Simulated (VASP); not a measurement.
Set up this calculation in VASP 6.6.1, as the native input.

| Quantity | Value |
| --- | --- |
| Task | single point |
| Functional | PBE |
| Potentials or basis | VASP PAW PBE potentials, release 64 (Pr) |
| Cutoff | 520 eV |
| k mesh | 32 × 32 × 32 |
| Occupations | fermi-dirac, width 0.0612256 eV |
| Spin | no spin polarisation |
| Dipole correction | no |
| Further INCAR settings | ALGO = Normal; EDIFF = 1e-06; NBANDS = 20 |

The structure of Pr lies in POSCAR:

```
Pr
1.0
    0.0000000000      2.9715057721      2.9715057721
    2.9715057721      0.0000000000      2.9715057721
    2.9715057721      2.9715057721      0.0000000000
Pr
2
Direct
    0.0000000000      0.0000000000      0.0000000000
    0.2500000000      0.2500000000      0.2500000000
```

This isn't the form of Pr at room conditions, which is double hcp.

These files were run (other wordings do the same):

INCAR

```
PREC     = Accurate       # precision mode
ENCUT    = 520            # plane-wave cutoff, eV
EDIFF    = 1E-6           # SCF threshold, eV
ISMEAR   = -1             # smearing method
SIGMA    = 0.06122561905347299 # smearing width, eV
LREAL    = False          # projectors in reciprocal space
LASPH    = True           # aspherical terms in the spheres
NELM     = 80             # most SCF steps
ALGO     = Normal         # electronic algorithm
ISIF     = 2              # what is computed and relaxed
LWAVE    = False          # write WAVECAR
LCHARG   = False          # write CHGCAR
GGA      = PE             # functional
NBANDS   = 20             # bands
```

KPOINTS

```
regular mesh
0
Gamma
  32 32 32
```

Potentials or basis: VASP PAW PBE potentials, release 64 (Pr).

Run with:

```sh
$ cat potpaw_PBE.64/Pr/POTCAR > POTCAR
$ mpirun -np 1 vasp_std > vasp.out
```

Results of the run:

- Pressure: 0.0 GPa
- Band gap on the k mesh: zero (bands 13 and 14 overlap by 0.47 eV)

Caveat: spin-orbit coupling is left out, which moves the levels of the heavy elements; semilocal functionals describe open f shells poorly, which spoils levels, moments and volumes.

It took 7.5 min on 1 thread of Intel(R) Xeon(R) 6975P-C (Granite Rapids), with other jobs on the host, peak memory 0.92 GiB.
